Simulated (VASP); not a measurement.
# O2 in VASP: a series of runs

Runs on O2. Level: PBE. Tasks: single point.

Program: VASP 6.6.1. These are calculated values, not measurements. Logs are shortened: lines on timing, memory, paths and dates and some standing lists are left out, and cuts for length are marked.

## Step 1: The cell of the first run

The cell holds a molecule in a box, 2 atoms: a = 9.000 Å, b = 9.500 Å, c = 10.000 Å, α = 90.00°, β = 90.00°, γ = 90.00°.

## Step 2: Single point, PBE, collinear spin, ferromagnetic start

INCAR reads:

```
PREC = Accurate
ENCUT = 520
EDIFF = 1E-7
ISMEAR = -1
SIGMA = 0.05
LREAL = False
LASPH = True
NELM = 150
ALGO = Normal
ISIF = 2
LWAVE = False
LCHARG = False
ISPIN = 2
MAGMOM = 1 1
LORBIT = 11
GGA = PE
NBANDS = 17
```

KPOINTS reads:

```
regular mesh
0
Gamma
  1 1 1
```

POSCAR reads:

```
O
1.0
    9.0000000000      0.0000000000      0.0000000000
    0.0000000000      9.5000000000      0.0000000000
    0.0000000000      0.0000000000     10.0000000000
O
2
Direct
    0.5000000000      0.5000000000      0.4390965496
    0.5000000000      0.5000000000      0.5609034504
```

Potentials or basis: VASP PAW PBE potentials, release 64 (O).

Run with:

```bash
$ cat potpaw_PBE.64/O/POTCAR > POTCAR
$ mpirun -np 1 vasp_gam > vasp.out
```

OUTCAR:

```text
PREC = Accurate
   ENCUT = 520
   EDIFF = 1E-7
   ISMEAR = -1
   LREAL = False
   LASPH = True
   NELM = 150
   ISIF = 2
   ISPIN = 2
   LORBIT = 11
   GGA = PE

 ion  position               nearest neighbor table
   1  0.500  0.500  0.439-   2 1.22
   2  0.500  0.500  0.561-   1 1.22

  LATTYP: Found a simple orthorhombic cell.
 ALAT       =     9.0000000000
 B/A-ratio  =     1.0555555556
 C/A-ratio  =     1.1111111111

  Lattice vectors:

 A1 = (   9.0000000000,   0.0000000000,   0.0000000000)
 A2 = (   0.0000000000,   9.5000000000,   0.0000000000)
 A3 = (   0.0000000000,   0.0000000000,  10.0000000000)

Analysis of symmetry for initial positions (statically):
=====================================================================
 Subroutine PRICEL returns:
 Original cell was already a primitive cell.

 Routine SETGRP: Setting up the symmetry group for a
 simple orthorhombic supercell.

 Subroutine GETGRP returns: Found  8 space group operations
 (whereof  8 operations were pure point group operations)
 out of a pool of  8 trial point group operations.

The static configuration has the point symmetry D_2h.

Analysis of symmetry for dynamics (positions and initial velocities):
=====================================================================
 Subroutine PRICEL returns:
 Original cell was already a primitive cell.

 Routine SETGRP: Setting up the symmetry group for a
 simple orthorhombic supercell.

 Subroutine GETGRP returns: Found  8 space group operations
 (whereof  8 operations were pure point group operations)
 out of a pool of  8 trial point group operations.

The dynamic configuration has the point symmetry D_2h.

Analysis of structural, dynamic, and magnetic symmetry:
=====================================================================
 Subroutine PRICEL returns:
 Original cell was already a primitive cell.

 Routine SETGRP: Setting up the symmetry group for a
 simple orthorhombic supercell.

 Subroutine GETGRP returns: Found  8 space group operations
 (whereof  8 operations were pure point group operations)
 out of a pool of  8 trial point group operations.

The overall configuration has the point symmetry D_2h.

 Subroutine INISYM returns: Found  8 space group operations
 (whereof  8 operations are pure point group operations),
 and found     1 'primitive' translations

----------------------------------------------------------------------------------------

                                     Primitive cell

  volume of cell :     855.0000

  direct lattice vectors                    reciprocal lattice vectors
     9.000000000  0.000000000  0.000000000     0.111111111  0.000000000  0.000000000
     0.000000000  9.500000000  0.000000000     0.000000000  0.105263158  0.000000000
     0.000000000  0.000000000 10.000000000     0.000000000  0.000000000  0.100000000

  length of vectors
     9.000000000  9.500000000 10.000000000     0.111111111  0.105263158  0.100000000

  position of ions in fractional coordinates (direct lattice)
     0.500000000  0.500000000  0.439096550
     0.500000000  0.500000000  0.560903450

  ion indices of the primitive-cell ions
   primitive index   ion index
                 1           1
                 2           2

----------------------------------------------------------------------------------------

 KPOINTS: regular mesh

Automatic generation of k-mesh.
 Grid dimensions read from file:
 generate k-points for:    1    1    1

 Generating k-lattice:

  Cartesian coordinates                     Fractional coordinates (reciprocal lattice)
     0.111111111  0.000000000  0.000000000     1.000000000  0.000000000  0.000000000
     0.000000000  0.105263158  0.000000000     0.000000000  1.000000000  0.000000000
     0.000000000  0.000000000  0.100000000     0.000000000  0.000000000  1.000000000

  Length of vectors
     0.111111111  0.105263158  0.100000000

  Shift w.r.t. Gamma in fractional coordinates (k-lattice)
     0.000000000  0.000000000  0.000000000

 Subroutine IBZKPT returns following result:
 ===========================================

 Found      1 irreducible k-points:

 Following reciprocal coordinates:
            Coordinates               Weight
  0.000000  0.000000  0.000000      1.000000
   k-points           NKPTS =      1   k-points in BZ     NKDIM =      1   number of bands    NBANDS=     17
   number of dos      NEDOS =    301   number of ions     NIONS =      2
   total plane-waves  NPLWV = 403200
   dimension x,y,z NGX =    70 NGY =   72 NGZ =   80
   dimension x,y,z NGXF=   140 NGYF=  144 NGZF=  160
   ions per type =               2
   NGX,Y,Z   is equivalent  to a cutoff of  12.93, 12.60, 13.30 a.u.
   NGXF,Y,Z  is equivalent  to a cutoff of  25.86, 25.20, 26.60 a.u.
 SYSTEM =  unknown system
   PREC   = accura    normal or accurate (medium, high low for compatibility)
   ISTART =      0    job   : 0-new  1-cont  2-samecut
   ICHARG =      2    charge: 1-file 2-atom 10-const
   ISPIN  =      2    spin polarized calculation?
   LNONCOLLINEAR =      F non collinear calculations
   LSORBIT =      F    spin-orbit coupling
   LASPH  =      T    aspherical Exc in radial PAW
   ENCUT  =  520.0 eV  38.22 Ry    6.18 a.u.  16.73 17.66 18.59*2*pi/ulx,y,z
   NELM   =    150;   NELMIN=  2; NELMDL= -5     # of ELM steps
   EDIFF  = 0.1E-06   stopping-criterion for ELM
   LREAL  =      F    real-space projection
   EDIFFG = 0.1E-05   stopping-criterion for IOM
   NSW    =      0    number of steps for IOM
   IBRION =     -1    ionic relax: 0-MD 1-quasi-New 2-CG
   NFREE  =      0    steps in history (QN), initial steepest desc. (CG)
   ISIF   =      2    stress and relaxation
   ISYM   =      2    0-nonsym 1-usesym 2-fastsym
   POTIM  = 0.5000    time-step for ionic-motion
   TEBEG  =    0.0;   TEEND  =   0.0 temperature during run
   PSTRESS=    0.0 pullay stress
   NELECT =      12.0000    total number of electrons
   NUPDOWN=      -1.0000    fix difference up-down
   EMIN   =  10.00;   EMAX   =-10.00  energy-range for DOS
   EFERMI =   0.00;   METHOD = LEGACY
   ISMEAR =    -1;   SIGMA  =   0.05  broadening in eV -4-tet -1-fermi 0-gaus
   EFERMI_NEDOS =   21; number of points for ismear=-14 and -15
   IALGO  =     38    algorithm
   IMIX   =      4    mixing-type and parameters
     AMIX     =   0.40;   BMIX     =  1.00
     AMIX_MAG =   1.60;   BMIX_MAG =  1.00
  volume/ion in A,a.u.               =     427.50      2884.91
  Fermi-wavevector in a.u.,A,eV,Ry     =   0.394893  0.746240  2.121703  0.155941
  Thomas-Fermi vector in A             =   1.339966
   LORBIT       =     11    0 simple, 1 ext, 2 COOP (PROOUT), +10 PAW based schemes
   GGA     = PE    functional components
   LHFCALC =     F    Hartree Fock is set to
   AEXX    =    0.0000 exact exchange contribution
   IVDW    =     0    specifies the selected vdW correction
   LEPSILON=     F    determine dielectric tensor
   LRPA    =     F    only Hartree local field effects (RPA)
 spin polarized calculation
  energy-cutoff  :      520.00
  volume of cell :      855.00
 maximum number of plane-waves:     11510
 NGX is ok and might be reduce to    70
   NGX = 33   NGY = 35   NGZ = 37

 number of electron      12.0000002 magnetization       2.0000001

 Free energy of the ion-electron system (eV)
  ---------------------------------------------------
  ext. energy  EPLUGINS =         0.00000000
  ---------------------------------------------------
  free energy    TOTEN  =        -9.87590860 eV

  energy without entropy =       -9.87590860  energy(sigma->0) =       -9.87590860

 E-fermi :  -5.5935     XC(G=0):  -0.6460

 val. band max:       -6.7488110155   @ k =   0.0000   0.0000   0.0000
 cond. band min:      -4.4412418168   @ k =   0.0000   0.0000   0.0000
 fundamental gap:      2.3075691987
 Fermi energy:        -5.5935249930

 spin component 1

 k-point     1 :       0.0000    0.0000    0.0000
  band No.  band energies     occupation
      1     -32.7149      1.00000
      2     -20.4142      1.00000
      3     -13.3180      1.00000
      4     -13.3118      1.00000
      5     -13.3118      1.00000
      6      -6.7488      1.00000
[... 9 lines left out ...]
     16       2.7634      0.00000
     17       2.8556      0.00000
 Fermi energy:        -5.5935249930

 spin component 2

 k-point     1 :       0.0000    0.0000    0.0000
  band No.  band energies     occupation
      1     -31.5116      1.00000
      2     -18.6192      1.00000
      3     -12.4128      1.00000
      4     -11.4487      1.00000
      5     -11.4487      1.00000
      6      -4.4412      0.00000
[... 9 lines left out ...]
     16       2.9411      0.00000
     17       2.9548      0.00000

------------------------ aborting loop because EDIFF is reached ----------------------------------------

  FORCE on cell =-STRESS in cart. coord.  units (eV):
  Direction    XX          YY          ZZ          XY          YZ          ZX
  --------------------------------------------------------------------------------------
  -------------------------------------------------------------------------------------
  Total       -0.0678657     -0.0677271      1.3284047      0.0000000      0.0000000      0.0000000
  in kB       -0.1271729     -0.1269133      2.4892865      0.0000000      0.0000000      0.0000000
  external PRESSURE =       0.7450667 kB  Pullay stress =       0.0000000 kB

 VOLUME and BASIS-vectors are now :
 -----------------------------------------------------------------------------
  energy-cutoff  :      520.00
  volume of cell :      855.00
      direct lattice vectors                 reciprocal lattice vectors
     9.000000000  0.000000000  0.000000000     0.111111111  0.000000000  0.000000000
     0.000000000  9.500000000  0.000000000     0.000000000  0.105263158  0.000000000
     0.000000000  0.000000000 10.000000000     0.000000000  0.000000000  0.100000000

 POSITION                                       TOTAL-FORCE (eV/Angst)
 -----------------------------------------------------------------------------------
      4.50000      4.75000      4.39097         0.000000     -0.000000     -1.153746
      4.50000      4.75000      5.60903         0.000000      0.000000      1.153746
 -----------------------------------------------------------------------------------
    total drift:                                0.000000      0.000000      0.000000

  FREE ENERGIE OF THE ION-ELECTRON SYSTEM (eV)
  ---------------------------------------------------
  free  energy   TOTEN  =        -9.8759085980 eV

  energy  without entropy=       -9.8759085976  energy(sigma->0) =       -9.87590860

 total charge

# of ion       s       p       d       tot
------------------------------------------
    1        1.612   3.298   0.000   4.910
    2        1.612   3.298   0.000   4.910
--------------------------------------------------
tot          3.223   6.597   0.000   9.820

 magnetization (x)

# of ion       s       p       d       tot
------------------------------------------
    1        0.010   0.798   0.000   0.809
    2        0.010   0.798   0.000   0.809
--------------------------------------------------
tot          0.020   1.597   0.000   1.617
```

Run time: 1.7 min. Hardware: 1 thread of AMD EPYC 7R43 (Zen 3), shared host; peak memory 0.99 GiB.

What came out:

* Free energy: -9.8759 eV
* Largest force: 1.154 eV/Å
* Gap between the frontier levels: 2.31 eV
* Net moment: 2.00 μB per cell
* Site moments: O +0.81 μB
* Valence electrons inside the program's atomic spheres: O 4.91

Forces on the atoms (eV/Å):
```
O    0.000  0.000 -1.154
O    0.000  0.000  1.154
```

Caveat: the standard files for N, O and F lose accuracy on very short bonds.

## Step 3: Single point, PBE, collinear spin, ferromagnetic start

INCAR reads:

```
PREC = Accurate
ENCUT = 910
EDIFF = 1E-6
ISMEAR = -1
SIGMA = 0.05
LREAL = False
LASPH = True
NELM = 200
ALGO = Normal
ISIF = 2
LWAVE = False
LCHARG = False
ISPIN = 2
MAGMOM = 1 1
LORBIT = 11
GGA = PE
NBANDS = 17
GGA_COMPAT = False
NELMDL = -8
```

KPOINTS is that of step 2.

POSCAR is that of step 2.

Potentials or basis: VASP PAW PBE potentials, release 64 (O_h).

Run with:

```bash
$ cat potpaw_PBE.64/O_h/POTCAR > POTCAR
$ mpirun -np 1 vasp_gam > vasp.out
```

OUTCAR:

```text
PREC = Accurate
   ENCUT = 910
   EDIFF = 1E-6
   ISMEAR = -1
   LREAL = False
   LASPH = True
   NELM = 200
   ISIF = 2
   ISPIN = 2
   LORBIT = 11
   GGA = PE
   NELMDL = -8

 ion  position               nearest neighbor table
   1  0.500  0.500  0.439-   2 1.22
   2  0.500  0.500  0.561-   1 1.22

  LATTYP: Found a simple orthorhombic cell.
 ALAT       =     9.0000000000
 B/A-ratio  =     1.0555555556
 C/A-ratio  =     1.1111111111

  Lattice vectors:

[... 227 lines left out ...]
  in kB       -0.2305402     -0.2233193     -0.0470920     -0.0000000      0.0000000      0.0000000
  external PRESSURE =      -0.1669838 kB  Pullay stress =       0.0000000 kB

 VOLUME and BASIS-vectors are now :
 -----------------------------------------------------------------------------
  energy-cutoff  :      910.00
  volume of cell :      855.00
      direct lattice vectors                 reciprocal lattice vectors
     9.000000000  0.000000000  0.000000000     0.111111111  0.000000000  0.000000000
     0.000000000  9.500000000  0.000000000     0.000000000  0.105263158  0.000000000
     0.000000000  0.000000000 10.000000000     0.000000000  0.000000000  0.100000000

 POSITION                                       TOTAL-FORCE (eV/Angst)
 -----------------------------------------------------------------------------------
      4.50000      4.75000      4.39097         0.000000      0.000000     -0.063297
      4.50000      4.75000      5.60903         0.000000      0.000000      0.063297
 -----------------------------------------------------------------------------------
    total drift:                                0.000000     -0.000000      0.000000

  FREE ENERGIE OF THE ION-ELECTRON SYSTEM (eV)
  ---------------------------------------------------
  free  energy   TOTEN  =       -10.0476818120 eV

  energy  without entropy=      -10.0476818116  energy(sigma->0) =      -10.04768181

 total charge

# of ion       s       p       d       tot
------------------------------------------
    1        1.090   2.219   0.000   3.309
    2        1.090   2.219   0.000   3.309
--------------------------------------------------
tot          2.180   4.439   0.000   6.619

 magnetization (x)

# of ion       s       p       d       tot
------------------------------------------
    1        0.013   0.607   0.000   0.621
    2        0.013   0.607   0.000   0.621
--------------------------------------------------
tot          0.027   1.215   0.000   1.242
```

OSZICAR:

```text
N       E                     dE             d eps       ncg     rms          rms(c)
DAV:   1     0.147057840123E+03    0.14706E+03   -0.38050E+03    76   0.640E+02
DAV:   2     0.477143378911E+02   -0.99344E+02   -0.95924E+02   126   0.816E+01
[... 17 lines left out ...]
DAV:  20    -0.100476389147E+02   -0.52152E-04   -0.17330E-06    69   0.777E-03    0.648E-04
DAV:  21    -0.100476564998E+02   -0.17585E-04   -0.45013E-07    85   0.416E-03    0.472E-04
DAV:  22    -0.100476732746E+02   -0.16775E-04   -0.42063E-07    69   0.326E-03    0.262E-04
DAV:  23    -0.100476794718E+02   -0.61972E-05   -0.13874E-07    77   0.199E-03    0.137E-04
DAV:  24    -0.100476808634E+02   -0.13916E-05   -0.24064E-08    77   0.108E-03    0.843E-05
DAV:  25    -0.100476818120E+02   -0.94861E-06   -0.18509E-08    84   0.685E-04
   1 F= -.10047682E+02 E0= -.10047682E+02  d E =-.433885E-09  mag=     2.0000
```

stdout:

```text
POSCAR found type information on POSCAR O
 POSCAR found :  1 types and       2 ions
 scaLAPACK will be used
 LDA part: xc-table for (Slater+PW92), standard interpolation
 POSCAR, INCAR and KPOINTS ok, starting setup
 FFT: planning ... GRIDC
 FFT: planning ... GRID_SOFT
 FFT: planning ... GRID
 WAVECAR not read
 entering main loop
```

It took 4.1 min on 1 thread of AMD EPYC 7R43 (Zen 3), shared host; peak memory 1.8 GiB.

What came out:

* Free energy: -10.0477 eV
* Largest force: 0.063 eV/Å
* Gap between the frontier levels: 2.32 eV
* Net moment: 2.00 μB per cell
* Site moments: O +0.62 μB
* Valence electrons inside the program's atomic spheres: O 3.31

Forces on the atoms (eV/Å):
```
O    0.000  0.000 -0.063
O    0.000  0.000  0.063
```

Caveat: the cutoff is under 1.25 times the usual one of these potentials, so pressure, stress and relaxed cells hold a basis-set (Pulay) error.
